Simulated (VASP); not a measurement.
Runs of VASP 6.6.1 on Ir. The structure is that of space group Fm-3m (No. 225), or close to it. The cells are those of the table. 

```tsv
task	cell	gap on the mesh (eV)	pressure (GPa)
single point	a = 2.694 Å, angles 60.0°, 1 atom	none	20.8
single point	a = 2.728 Å, angles 60.0°, 1 atom	none	5.5
relaxation of cell and atoms	relaxed to 5 GPa from a = 2.708 Å, angles 60.0°, 1 atom	none	5.0
relaxation of cell and atoms	relaxed from a = 2.708 Å, angles 60.0°, 1 atom	none	-0.1
relaxation of cell and atoms	relaxed to 20 GPa from a = 2.708 Å, angles 60.0°, 1 atom	none	19.8
relaxation of cell and atoms	relaxed to 10 GPa from a = 2.708 Å, angles 60.0°, 1 atom	none	9.9
single point	a = 2.716 Å, angles 60.0°, 1 atom	none	(a)
single point	a = 2.740 Å, angles 60.0°, 1 atom	none	0.4
```

Alike in all rows: level PBE; potentials or basis VASP PAW PBE potentials, release 64 (Ir); no spin polarisation; k mesh 8 × 8 × 8; cutoff (eV) 500; smearing methfessel-paxton 0.05 eV.

Estimate the missing entries.

(a) 10.6.

Caveats: spin-orbit coupling is left out, which moves the levels of the heavy elements; the cell stands under pressure (at least some runs); the cell is relaxed towards a set pressure, so the run minimises the enthalpy, not the energy (at least some runs).

A k mesh can miss the band edges, and the runs leave out spin-orbit coupling on Ir.

A gap of «none» marks levels without a gap at the run's occupations.
